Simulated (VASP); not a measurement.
# La3LuO2 (P6/mmm) in VASP: a series of runs

Runs on La3LuO2. Level: PBE. Tasks: single point, relaxation of cell and atoms.

Everything below comes from runs of VASP 6.6.1. Logs are shortened: lines on timing, memory, paths and dates and some standing lists are left out, and cuts for length are marked.

## 1. The cell of the first run

The structure is hexagonal, space group P6/mmm (No. 191). Conventional cell: a = 7.037 Å, b = 7.037 Å, c = 3.250 Å, α = 90.00°, β = 90.00°, γ = 120.00°. La (site symmetry mmm) has 4 O at 2.60 Å and 6 La at 3.25 to 3.52 Å within 3.6 Å. Lu (site symmetry 6/mmm) has 2 Lu at 3.25 Å and 12 La at 3.88 Å and 6 O at 4.06 Å within 4.3 Å. Within 3.4 Å of O (site symmetry -6m2) lie 6 La at 2.60 Å and 2 O at 3.25 Å.

The cell was generated, and may not be a known phase.

## 2. Single point, PBE

INCAR reads:

```
  PREC = Accurate
  ENCUT = 520
  EDIFF = 1E-6
  ISMEAR = 0
  SIGMA = 0.1
  LREAL = False
  LASPH = True
  NELM = 60
  ALGO = Normal
  ISIF = 2
  LWAVE = False
  LCHARG = False
  GGA = PE
  NBANDS = 44
```

KPOINTS reads:

```
regular mesh
0
Gamma
  6 6 12
```

POSCAR reads:

```
La3LuO2
1.0
    7.0369464522      0.0000000000      0.0000000000
   -3.5184732261      6.0941743927      0.0000000000
    0.0000000000      0.0000000000      3.2497616670
La Lu O
3 1 2
Direct
    0.5000000000      0.0000000000      0.5000000000
    0.5000000000      0.5000000000      0.5000000000
    0.0000000000      0.5000000000      0.5000000000
    0.0000000000      0.0000000000      0.0000000000
    0.3333333333      0.6666666667      0.0000000000
    0.6666666667      0.3333333333      0.0000000000
```

Potentials or basis: VASP PAW PBE potentials, release 64 (La, Lu, O).

On the command line:

```
$ cat potpaw_PBE.64/La/POTCAR potpaw_PBE.64/Lu/POTCAR potpaw_PBE.64/O/POTCAR > POTCAR
$ mpirun -np 1 vasp_std > vasp.out
```

OUTCAR:

```text
PREC = Accurate
   ENCUT = 520
   EDIFF = 1E-6
   ISMEAR = 0
   LREAL = False
   LASPH = True
   NELM = 60
   ISIF = 2
   GGA = PE

 ion  position               nearest neighbor table
   1  0.500  0.000  0.500-   5 2.60   6 2.60   5 2.60   6 2.60   2 3.52   3 3.52   2 3.52   3 3.52

   2  0.500  0.500  0.500-   5 2.60   6 2.60   5 2.60   6 2.60   3 3.52   3 3.52   1 3.52   1 3.52

   3  0.000  0.500  0.500-   5 2.60   6 2.60   5 2.60   6 2.60   2 3.52   2 3.52   1 3.52   1 3.52

   4  0.000  0.000  0.000-
   5  0.333  0.667  0.000-   3 2.60   3 2.60   1 2.60   1 2.60   2 2.60   2 2.60
   6  0.667  0.333  0.000-   3 2.60   3 2.60   1 2.60   1 2.60   2 2.60   2 2.60

  LATTYP: Found a hexagonal cell.
 ALAT       =     7.0369464522
 C/A-ratio  =     0.4618141816

  Lattice vectors:

 A1 = (   7.0369464522,   0.0000000000,   0.0000000000)
 A2 = (  -3.5184732261,   6.0941743927,   0.0000000000)
 A3 = (   0.0000000000,   0.0000000000,   3.2497616670)

Analysis of symmetry for initial positions (statically):
=====================================================================
 Subroutine PRICEL returns:
 Original cell was already a primitive cell.

 Routine SETGRP: Setting up the symmetry group for a
 hexagonal supercell.

 Subroutine GETGRP returns: Found 24 space group operations
 (whereof 24 operations were pure point group operations)
 out of a pool of 24 trial point group operations.

The static configuration has the point symmetry D_6h.

Analysis of symmetry for dynamics (positions and initial velocities):
=====================================================================
 Subroutine PRICEL returns:
 Original cell was already a primitive cell.

 Routine SETGRP: Setting up the symmetry group for a
 hexagonal supercell.

 Subroutine GETGRP returns: Found 24 space group operations
 (whereof 24 operations were pure point group operations)
 out of a pool of 24 trial point group operations.

The dynamic configuration has the point symmetry D_6h.

 Subroutine INISYM returns: Found 24 space group operations
 (whereof 24 operations are pure point group operations),
 and found     1 'primitive' translations

----------------------------------------------------------------------------------------

                                     Primitive cell

  volume of cell :     139.3640

  direct lattice vectors                    reciprocal lattice vectors
     7.036946452  0.000000000  0.000000000     0.142107092  0.082045568  0.000000000
    -3.518473226  6.094174393  0.000000000     0.000000000  0.164091136  0.000000000
     0.000000000  0.000000000  3.249761667     0.000000000  0.000000000  0.307714873

  length of vectors
     7.036946452  7.036946452  3.249761667     0.164091136  0.164091136  0.307714873

  position of ions in fractional coordinates (direct lattice)
     0.500000000  0.000000000  0.500000000
     0.500000000  0.500000000  0.500000000
     0.000000000  0.500000000  0.500000000
     0.000000000  0.000000000  0.000000000
     0.333333333  0.666666667  0.000000000
     0.666666667  0.333333333  0.000000000

  ion indices of the primitive-cell ions
   primitive index   ion index
                 1           1
                 2           2
                 3           3
                 4           4
                 5           5
                 6           6

----------------------------------------------------------------------------------------

 KPOINTS: regular mesh

Automatic generation of k-mesh.
 Grid dimensions read from file:
 generate k-points for:    6    6   12

 Generating k-lattice:

  Cartesian coordinates                     Fractional coordinates (reciprocal lattice)
     0.023684515  0.013674261  0.000000000     0.166666667  0.000000000  0.000000000
     0.000000000  0.027348523  0.000000000     0.000000000  0.166666667  0.000000000
     0.000000000  0.000000000  0.025642906     0.000000000  0.000000000  0.083333333

  Length of vectors
     0.027348523  0.027348523  0.025642906

  Shift w.r.t. Gamma in fractional coordinates (k-lattice)
     0.000000000  0.000000000  0.000000000

 Subroutine IBZKPT returns following result:
 ===========================================

 Found     49 irreducible k-points:

 Following reciprocal coordinates:
            Coordinates               Weight
  0.000000  0.000000  0.000000      1.000000
  0.166667  0.000000  0.000000      6.000000
  0.333333  0.000000  0.000000      6.000000
  0.500000  0.000000  0.000000      3.000000
  0.166667  0.166667  0.000000      6.000000
  0.333333  0.166667  0.000000     12.000000
[... 16 lines left out ...]
  0.166667  0.000000  0.250000     12.000000
  0.333333  0.000000  0.250000     12.000000
 [... further k-points ...]
   k-points           NKPTS =     49   k-points in BZ     NKDIM =     49   number of bands    NBANDS=     44
   number of dos      NEDOS =    301   number of ions     NIONS =      6
   total plane-waves  NPLWV =  69984
   dimension x,y,z NGX =    54 NGY =   54 NGZ =   24
   dimension x,y,z NGXF=   108 NGYF=  108 NGZF=   48
   ions per type =               3   1   2
   NGX,Y,Z   is equivalent  to a cutoff of  12.76, 12.76, 12.28 a.u.
   NGXF,Y,Z  is equivalent  to a cutoff of  25.51, 25.51, 24.56 a.u.
 SYSTEM =  unknown system
   PREC   = accura    normal or accurate (medium, high low for compatibility)
   ISTART =      0    job   : 0-new  1-cont  2-samecut
   ICHARG =      2    charge: 1-file 2-atom 10-const
   ISPIN  =      1    spin polarized calculation?
   LNONCOLLINEAR =      F non collinear calculations
   LSORBIT =      F    spin-orbit coupling
   LASPH  =      T    aspherical Exc in radial PAW
   ENCUT  =  520.0 eV  38.22 Ry    6.18 a.u.  13.08 13.08  6.04*2*pi/ulx,y,z
   NELM   =     60;   NELMIN=  2; NELMDL= -5     # of ELM steps
   EDIFF  = 0.1E-05   stopping-criterion for ELM
   LREAL  =      F    real-space projection
   EDIFFG = 0.1E-04   stopping-criterion for IOM
   NSW    =      0    number of steps for IOM
   IBRION =     -1    ionic relax: 0-MD 1-quasi-New 2-CG
   NFREE  =      0    steps in history (QN), initial steepest desc. (CG)
   ISIF   =      2    stress and relaxation
   ISYM   =      2    0-nonsym 1-usesym 2-fastsym
   POTIM  = 0.5000    time-step for ionic-motion
   TEBEG  =    0.0;   TEEND  =   0.0 temperature during run
   PSTRESS=    0.0 pullay stress
   NELECT =      70.0000    total number of electrons
   NUPDOWN=      -1.0000    fix difference up-down
   EMIN   =  10.00;   EMAX   =-10.00  energy-range for DOS
   EFERMI =   0.00;   METHOD = LEGACY
   ISMEAR =     0;   SIGMA  =   0.10  broadening in eV -4-tet -1-fermi 0-gaus
   EFERMI_NEDOS =   21; number of points for ismear=-14 and -15
   IALGO  =     38    algorithm
   IMIX   =      4    mixing-type and parameters
     AMIX     =   0.40;   BMIX     =  1.00
     AMIX_MAG =   1.60;   BMIX_MAG =  1.00
  volume/ion in A,a.u.               =      23.23       156.75
  Fermi-wavevector in a.u.,A,eV,Ry     =   1.301340  2.459175 23.041257  1.693485
  Thomas-Fermi vector in A             =   2.432480
   LORBIT       =      0    0 simple, 1 ext, 2 COOP (PROOUT), +10 PAW based schemes
   GGA     = PE    functional components
   LHFCALC =     F    Hartree Fock is set to
   AEXX    =    0.0000 exact exchange contribution
   IVDW    =     0    specifies the selected vdW correction
   LEPSILON=     F    determine dielectric tensor
   LRPA    =     F    only Hartree local field effects (RPA)
 non-spin polarized calculation
 Gauss-broadening in eV      SIGMA  =   0.10
  energy-cutoff  :      520.00
  volume of cell :      139.36
 maximum number of plane-waves:      3780
 NGX is ok and might be reduce to    54
   NGX = 27   NGY = 27   NGZ = 13

 number of electron      69.9999975 magnetization

 Free energy of the ion-electron system (eV)
  ---------------------------------------------------
  ext. energy  EPLUGINS =         0.00000000
  ---------------------------------------------------
  free energy    TOTEN  =       -38.76125138 eV

  energy without entropy =      -38.72864457  energy(sigma->0) =      -38.74494797

 E-fermi :   7.7072     XC(G=0): -10.3819

 val. band max:        7.6862637641   @ k =   0.1667   0.1667   0.0833
 cond. band min:       7.7098274229   @ k =   0.5000   0.0000   0.4167
 fundamental gap:      0.0235636587
 Fermi energy:         7.7071784120

 k-point     1 :       0.0000    0.0000    0.0000
  band No.  band energies     occupation
      1     -49.0298      2.00000
      2     -25.3646      2.00000
      3     -25.1267      2.00000
      4     -25.1267      2.00000
      5     -19.6900      2.00000
      6     -19.6900      2.00000
[... 36 lines left out ...]
     43       9.3962      0.00000
     44       9.5330      0.00000

 k-point     2 :       0.1667    0.0000    0.0000
  band No.  band energies     occupation
      1     -49.0298      2.00000
      2     -25.3512      2.00000
      3     -25.1414      2.00000
      4     -25.1268      2.00000
      5     -19.6898      2.00000
      6     -19.6894      2.00000
[... 36 lines left out ...]
     43       9.3899      0.00000
     44       9.4513      0.00000

 k-point     3 :       0.3333    0.0000    0.0000
  band No.  band energies     occupation
      1     -49.0298      2.00000
      2     -25.3163      2.00000
      3     -25.1790      2.00000
      4     -25.1270      2.00000
      5     -19.6893      2.00000
      6     -19.6882      2.00000
[... 36 lines left out ...]
     43       9.4093      0.00000
     44       9.4417      0.00000

 k-point     4 :       0.5000    0.0000    0.0000
  band No.  band energies     occupation
      1     -49.0298      2.00000
      2     -25.2880      2.00000
      3     -25.2086      2.00000
      4     -25.1271      2.00000
      5     -19.6891      2.00000
      6     -19.6876      2.00000
[... 882 lines left out ...]
     43       9.4503      0.00000
     44       9.5247      0.00000

 k-point    23 :       0.1667    0.0000    0.2500
  band No.  band energies     occupation
      1     -49.0191      2.00000
      2     -25.1891      2.00000
      3     -24.9943      2.00000
      4     -24.9808      2.00000
      5     -19.6645      2.00000
      6     -19.6644      2.00000
[... 36 lines left out ...]
     43       9.4158      0.00000
     44       9.5335      0.00000

 k-point    24 :       0.3333    0.0000    0.2500
  band No.  band energies     occupation
      1     -49.0191      2.00000
      2     -25.1565      2.00000
      3     -25.0290      2.00000
      4     -24.9810      2.00000
      5     -19.6643      2.00000
      6     -19.6640      2.00000
[... 36 lines left out ...]
     43       9.3502      0.00000
     44       9.4167      0.00000

 [... further k-points ...]

------------------------ aborting loop because EDIFF is reached ----------------------------------------

  FORCE on cell =-STRESS in cart. coord.  units (eV):
  Direction    XX          YY          ZZ          XY          YZ          ZX
  --------------------------------------------------------------------------------------
  -------------------------------------------------------------------------------------
  Total       -0.0742780     -0.0742780     -0.0876458      0.0000000     -0.0000000     -0.0000000
  in kB       -0.8539261     -0.8539261     -1.0076070      0.0000000     -0.0000000     -0.0000000
  external PRESSURE =      -0.9051530 kB  Pullay stress =       0.0000000 kB

 VOLUME and BASIS-vectors are now :
 -----------------------------------------------------------------------------
  energy-cutoff  :      520.00
  volume of cell :      139.36
      direct lattice vectors                 reciprocal lattice vectors
     7.036946452  0.000000000  0.000000000     0.142107092  0.082045568  0.000000000
    -3.518473226  6.094174393  0.000000000     0.000000000  0.164091136  0.000000000
     0.000000000  0.000000000  3.249761667     0.000000000  0.000000000  0.307714873

 POSITION                                       TOTAL-FORCE (eV/Angst)
 -----------------------------------------------------------------------------------
      3.51847      0.00000      1.62488        -0.000000      0.000000      0.000000
      1.75924      3.04709      1.62488        -0.000000      0.000000      0.000000
     -1.75924      3.04709      1.62488        -0.000000      0.000000      0.000000
      0.00000      0.00000      0.00000        -0.000000      0.000000      0.000000
     -0.00000      4.06278      0.00000        -0.000000     -0.000000      0.000000
      3.51847      2.03139      0.00000         0.000000     -0.000000      0.000000
 -----------------------------------------------------------------------------------
    total drift:                                0.000000      0.000000      0.000000

  FREE ENERGIE OF THE ION-ELECTRON SYSTEM (eV)
  ---------------------------------------------------
  free  energy   TOTEN  =       -38.7612513751 eV

  energy  without entropy=      -38.7286445684  energy(sigma->0) =      -38.74494797
```

Run time: 14 min. Hardware: 1 thread of Intel Xeon 8259CL, shared host; peak memory 0.47 GiB.

What came out:

- Free energy: -38.7613 eV
- Pressure: -0.1 GPa
- Band gap on the k mesh: zero (bands 35 and 36 overlap by 0.88 eV)

Levels at points of the mesh, in eV from the Fermi level:
```csv
k point,band 31,band 32,band 33,band 34,band 35,band 36,band 37,band 38,band 39,band 40
"(0.00, 0.00, 0.00)",-3.73,-3.72,-1.41,-0.94,-0.94,0.31,0.31,0.38,1.10,1.10
"(0.50, 0.00, 0.00)",-3.91,-3.40,-1.49,-0.89,-0.50,-0.08,0.42,0.46,0.51,0.72
"(0.00, 0.00, 0.50)",-3.59,-0.84,-0.57,-0.57,-0.38,0.14,0.14,0.34,0.34,1.19
"(0.50, 0.00, 0.50)",-3.99,-1.60,-1.21,-0.37,-0.15,-0.04,0.38,1.13,1.21,1.31
```

Caveat: spin-orbit coupling is left out, which moves the levels of the heavy elements.

[end of part 1 of 2]

The gap in the log of VASP goes by the Fermi energy; the results here count the filled bands.